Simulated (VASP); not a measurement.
# Na (Pm-3m) in VASP: further runs

Runs on Na. Level: r2SCAN. Tasks: single point.

Program: VASP 6.6.1. These are calculated values, not measurements. Logs are shortened: lines on timing, memory, paths and dates and some standing lists are left out, and cuts for length are marked.

### Step 1. The cell of the first run

The structure is cubic, space group Pm-3m (No. 221). Conventional cell: a = 3.418 Å, b = 3.418 Å, c = 3.418 Å, α = 90.00°, β = 90.00°, γ = 90.00°. Na (site symmetry m-3m) has 6 Na at 3.42 Å within 4.5 Å.

This isn't the form of Na at room conditions, which is bcc.

### Step 2. Single point, r2SCAN (39.94 Å³/atom)

The input, POSCAR:

```
Na
1.0
    3.4181960134      0.0000000000      0.0000000000
    0.0000000000      3.4181960134      0.0000000000
    0.0000000000      0.0000000000      3.4181960134
Na
1
Direct
    0.0000000000      0.0000000000      0.0000000000
```

The input, INCAR.step1:

```
SYSTEM = Na
PREC     = Accurate       ! precision mode
ENCUT    = 520            ! plane-wave cutoff, eV
ISMEAR   = -1             ! smearing method
SIGMA    = 0.1            ! smearing width, eV
LREAL    = .FALSE.        ! projectors in reciprocal space
LASPH    = .TRUE.         ! aspherical terms in the spheres
NELM     = 100            ! most SCF steps
NBANDS   = 10             ! bands
GGA      = PE             ! functional
ALGO     = Normal         ! electronic algorithm
EDIFF    = 1E-4           ! SCF threshold, eV
LWAVE    = .TRUE.         ! write WAVECAR
LCHARG   = .FALSE.        ! write CHGCAR
```

The input, INCAR.step2:

```
SYSTEM = Na
PREC     = Accurate       ! precision mode
ENCUT    = 520            ! plane-wave cutoff, eV
EDIFF    = 1E-6           ! SCF threshold, eV
ISMEAR   = -1             ! smearing method
SIGMA    = 0.1            ! smearing width, eV
LREAL    = .FALSE.        ! projectors in reciprocal space
LASPH    = .TRUE.         ! aspherical terms in the spheres
NELM     = 100            ! most SCF steps
ALGO     = Normal         ! electronic algorithm
ISIF     = 2              ! what is computed and relaxed
LWAVE    = .FALSE.        ! write WAVECAR
LCHARG   = .TRUE.         ! write CHGCAR
METAGGA  = R2SCAN         ! meta-GGA
LMIXTAU  = .TRUE.       
LELF     = .TRUE.         ! ELF
LVHAR    = .TRUE.       
NBANDS   = 10             ! bands
ISTART   = 1
```

The input, KPOINTS:

```
Automatic mesh
0
G
  10 10 10
  0 0 0
```

Potentials or basis: VASP PAW PBE potentials, release 64 (Na_pv).

Command:

```sh
> cat potpaw_PBE.64/Na_pv/POTCAR > POTCAR
> cp INCAR.step1 INCAR
> mpirun -np 1 vasp_std > vasp.out
> cp INCAR.step2 INCAR
> mpirun -np 1 vasp_std > vasp.out
```

OUTCAR:

```text
SYSTEM = Na
   PREC = Accurate
   ENCUT = 520
   EDIFF = 1E-6
   ISMEAR = -1
   LREAL = .FALSE.
   LASPH = .TRUE.
   NELM = 100
   ISIF = 2
   METAGGA = R2SCAN
   ISTART = 1

 ion  position               nearest neighbor table
   1  0.000  0.000  0.000-

  LATTYP: Found a simple cubic cell.
 ALAT       =     3.4181960134

  Lattice vectors:

 A1 = (   3.4181960134,   0.0000000000,   0.0000000000)
 A2 = (   0.0000000000,   3.4181960134,   0.0000000000)
 A3 = (   0.0000000000,   0.0000000000,   3.4181960134)

Analysis of symmetry for initial positions (statically):
=====================================================================
 Subroutine PRICEL returns:
 Original cell was already a primitive cell.

 Routine SETGRP: Setting up the symmetry group for a
 simple cubic supercell.

 Subroutine GETGRP returns: Found 48 space group operations
 (whereof 48 operations were pure point group operations)
 out of a pool of 48 trial point group operations.

The static configuration has the point symmetry O_h .

Analysis of symmetry for dynamics (positions and initial velocities):
=====================================================================
 Subroutine PRICEL returns:
 Original cell was already a primitive cell.

 Routine SETGRP: Setting up the symmetry group for a
 simple cubic supercell.

 Subroutine GETGRP returns: Found 48 space group operations
 (whereof 48 operations were pure point group operations)
 out of a pool of 48 trial point group operations.

The dynamic configuration has the point symmetry O_h .

 Subroutine INISYM returns: Found 48 space group operations
 (whereof 48 operations are pure point group operations),
 and found     1 'primitive' translations

----------------------------------------------------------------------------------------

                                     Primitive cell

  volume of cell :      39.9384

  direct lattice vectors                    reciprocal lattice vectors
     3.418196013  0.000000000  0.000000000     0.292551977  0.000000000  0.000000000
     0.000000000  3.418196013  0.000000000     0.000000000  0.292551977  0.000000000
     0.000000000  0.000000000  3.418196013     0.000000000  0.000000000  0.292551977

  length of vectors
     3.418196013  3.418196013  3.418196013     0.292551977  0.292551977  0.292551977

  position of ions in fractional coordinates (direct lattice)
     0.000000000  0.000000000  0.000000000

  ion indices of the primitive-cell ions
[... 79 lines left out ...]
   NFREE  =      0    steps in history (QN), initial steepest desc. (CG)
   ISIF   =      2    stress and relaxation
   ISYM   =      2    0-nonsym 1-usesym 2-fastsym
   POTIM  = 0.5000    time-step for ionic-motion
   TEBEG  =    0.0;   TEEND  =   0.0 temperature during run
   PSTRESS=    0.0 pullay stress
   NELECT =       7.0000    total number of electrons
   NUPDOWN=      -1.0000    fix difference up-down
   EMIN   =  10.00;   EMAX   =-10.00  energy-range for DOS
   EFERMI =   0.00;   METHOD = LEGACY
   ISMEAR =    -1;   SIGMA  =   0.10  broadening in eV -4-tet -1-fermi 0-gaus
   EFERMI_NEDOS =   21; number of points for ismear=-14 and -15
   IALGO  =     38    algorithm
   IMIX   =      4    mixing-type and parameters
     AMIX     =   0.40;   BMIX     =  1.00
     AMIX_MAG =   1.60;   BMIX_MAG =  1.00
  volume/ion in A,a.u.               =      39.94       269.52
  Fermi-wavevector in a.u.,A,eV,Ry     =   0.916172  1.731315 11.420348  0.839372
  Thomas-Fermi vector in A             =   2.040998
   LORBIT       =      0    0 simple, 1 ext, 2 COOP (PROOUT), +10 PAW based schemes
   METAGGA = R2SCAN    functional components
   LHFCALC =     F    Hartree Fock is set to
   AEXX    =    0.0000 exact exchange contribution
   IVDW    =     0    specifies the selected vdW correction
   LEPSILON=     F    determine dielectric tensor
   LRPA    =     F    only Hartree local field effects (RPA)
 non-spin polarized calculation
  energy-cutoff  :      520.00
  volume of cell :       39.94
 maximum number of plane-waves:      1108
 NGX is ok and might be reduce to    28
   NGX = 13   NGY = 13   NGZ = 13

 number of electron       7.0000015 magnetization

 Free energy of the ion-electron system (eV)
  ---------------------------------------------------
  ext. energy  EPLUGINS =         0.00000000
  ---------------------------------------------------
  free energy    TOTEN  =        -3.43713631 eV

  energy without entropy =       -3.42205050  energy(sigma->0) =       -3.42959341

 E-fermi :   0.2072     XC(G=0):  -6.7095

 val. band max:        0.1452246140   @ k =   0.4000   0.2000   0.2000
 cond. band min:       0.2128173173   @ k =   0.5000   0.1000   0.0000
 fundamental gap:      0.0675927033
 Fermi energy:         0.2072481263

 k-point     1 :       0.0000    0.0000    0.0000
  band No.  band energies     occupation
      1     -26.1098      2.00000
      2     -26.1098      2.00000
      3     -26.1098      2.00000
      4      -3.1773      2.00000
      5       8.8014      0.00000
      6       8.8014      0.00000
      7      10.4725      0.00000
      8      10.4725      0.00000
      9      10.4725      0.00000
     10      13.7600      0.00000
[... 287 lines left out ...]
 k-point    24 :       0.3000    0.1000    0.1000
  band No.  band energies     occupation
      1     -26.1386      2.00000
      2     -26.1113      2.00000
      3     -26.1109      2.00000
      4      -1.6299      2.00000
      5       3.7605      0.00000
      6       8.3650      0.00000
      7       9.8204      0.00000
      8      12.8632      0.00000
      9      14.5475      0.00000
     10      14.5567      0.00000

 [... further k-points ...]

------------------------ aborting loop because EDIFF is reached ----------------------------------------

  FORCE on cell =-STRESS in cart. coord.  units (eV):
  Direction    XX          YY          ZZ          XY          YZ          ZX
  --------------------------------------------------------------------------------------
  -------------------------------------------------------------------------------------
  Total        0.0042728      0.0042728      0.0042728      0.0000000      0.0000000     -0.0000000
  in kB        0.1714076      0.1714076      0.1714076      0.0000000      0.0000000     -0.0000000
  external PRESSURE =       0.1714076 kB  Pullay stress =       0.0000000 kB

 VOLUME and BASIS-vectors are now :
 -----------------------------------------------------------------------------
  energy-cutoff  :      520.00
  volume of cell :       39.94
      direct lattice vectors                 reciprocal lattice vectors
     3.418196013  0.000000000  0.000000000     0.292551977  0.000000000  0.000000000
     0.000000000  3.418196013  0.000000000     0.000000000  0.292551977  0.000000000
     0.000000000  0.000000000  3.418196013     0.000000000  0.000000000  0.292551977

 POSITION                                       TOTAL-FORCE (eV/Angst)
 -----------------------------------------------------------------------------------
      0.00000      0.00000      0.00000         0.000000      0.000000      0.000000
 -----------------------------------------------------------------------------------
    total drift:                               -0.000000      0.000000     -0.000000

  FREE ENERGIE OF THE ION-ELECTRON SYSTEM (eV)
  ---------------------------------------------------
  free  energy   TOTEN  =        -3.4371363077 eV

  energy  without entropy=       -3.4220505043  energy(sigma->0) =       -3.42959341
```

OUTCAR.step1:

```text
SYSTEM = Na
   PREC = Accurate
   ENCUT = 520
   ISMEAR = -1
   LREAL = .FALSE.
   LASPH = .TRUE.
[... 529 lines left out ...]
 -----------------------------------------------------------------------------------
      0.00000      0.00000      0.00000         0.000000      0.000000      0.000000
 -----------------------------------------------------------------------------------
    total drift:                               -0.000000      0.000000     -0.000000

  FREE ENERGIE OF THE ION-ELECTRON SYSTEM (eV)
  ---------------------------------------------------
  free  energy   TOTEN  =        -1.2015120833 eV

  energy  without entropy=       -1.1853871280  energy(sigma->0) =       -1.19344961
```

Run time: 2.6 min. Hardware: 1 thread of AMD EPYC 7R13, shared host; peak memory 0.13 GiB.

What came out:

| Property | Result |
| --- | --- |
| Free energy | -3.4371 eV |
| Pressure | 0.0 GPa |
| Band gap on the k mesh | zero (an odd number of electrons rules out a gap without spin polarisation) |

Caveat: the PAW data sets were made with another functional, which shifts forces and pressure a little.

### Step 3. Single point, r2SCAN (41.54 Å³/atom)

This run uses another cell than the first one, of 41.54 Å³/atom.

The input, POSCAR:

```
Na
1.0
    3.4631774351      0.0000000000      0.0000000000
    0.0000000000      3.4631774351      0.0000000000
    0.0000000000      0.0000000000      3.4631774351
Na
1
Direct
    0.0000000000      0.0000000000      0.0000000000
```

The input, INCAR.step1:

```
SYSTEM = Na
PREC = Accurate ; ENCUT = 520
ISMEAR = -1 ; SIGMA = 0.1
LREAL = .False. ; LASPH = .True.
NELM = 80 ; NBANDS = 10
GGA = PE ; ALGO = Normal
EDIFF = 1E-4 ; LWAVE = .True.
LCHARG = .False.
```

The input, INCAR.step2:

```
SYSTEM = Na
PREC = Accurate ; ENCUT = 520
EDIFF = 1E-7 ; ISMEAR = -1
SIGMA = 0.1 ; LREAL = .False.
LASPH = .True. ; NELM = 80
ALGO = Normal ; ISIF = 2
LWAVE = .False. ; LCHARG = .False.
METAGGA = R2SCAN ; LMIXTAU = .True.
NBANDS = 10 ; ISTART = 1
```

The input, KPOINTS:

```
regular mesh
0
Gamma
  10 10 10
  0 0 0
```

Potentials or basis: VASP PAW PBE potentials, release 64 (Na_pv).

Command:

```sh
> cat potpaw_PBE.64/Na_pv/POTCAR > POTCAR
> cp INCAR.step1 INCAR
> mpirun -np 1 vasp_std > vasp.out
> cp INCAR.step2 INCAR
> mpirun -np 1 vasp_std > vasp.out
```

Wall time 2.4 min (1 thread of AMD EPYC 7R13, shared host); peak memory 0.13 GiB.

Results (log left out):

- Free energy: -3.4350 eV
- Pressure: -0.3 GPa
- Band gap on the k mesh: zero (an odd number of electrons rules out a gap without spin polarisation)

Levels at points of the mesh, in eV from the Fermi level:
| k point | band 1 | band 2 | band 3 | band 4 | band 5 | band 6 | band 7 |
| --- | --- | --- | --- | --- | --- | --- | --- |
| (0.00, 0.00, 0.00) | -26.35 | -26.35 | -26.35 | -3.31 | 8.44 | 8.44 | 10.01 |
| (0.50, 0.00, 0.00) | -26.39 | -26.34 | -26.34 | -0.11 | 0.30 | 10.75 | 12.35 |
| (0.50, 0.50, 0.00) | -26.38 | -26.38 | -26.34 | 3.04 | 3.04 | 3.17 | 4.37 |
| (0.50, 0.50, 0.50) | -26.38 | -26.38 | -26.38 | 5.98 | 5.98 | 5.98 | 6.24 |

Caveat: the PAW data sets were made with another functional, which shifts forces and pressure a little.
